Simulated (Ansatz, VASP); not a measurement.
Bi in VASP and in Ansatz

```
Bi
1.0
     3.21015    0.00000    0.00000
     0.00000    3.21015    0.00000
     0.00000    0.00000    3.21015
Bi
1
Cartesian
  0.0000 0.0000 0.0000
```

Alike in both runs: task single point; functional revPBE; k mesh 11 × 11 × 11; occupations fermi-dirac, width 0.1 eV; no spin polarisation.

|  | VASP | Ansatz |
| --- | --- | --- |
| version | VASP 6.6.1 | Ansatz 0.2.0 |
| potentials or method | VASP PAW PBE potentials, release 64 (Bi_d), cutoff 520 eV | plane waves (420 eV) with PAW, scalar-relativistic |
| valence electrons in the cell | 15 | 15 |

Ansatz gave:

```
pressure (GPa) : 4.4
```

Question: What did VASP give for the same quantities?

Answer: Pressure (GPa): 4.5.

VASP's potentials were made for PBE, not for revPBE. With one functional, cell and mesh, what is left measures potentials, basis and numerics.

Neither program's run includes spin-orbit coupling.
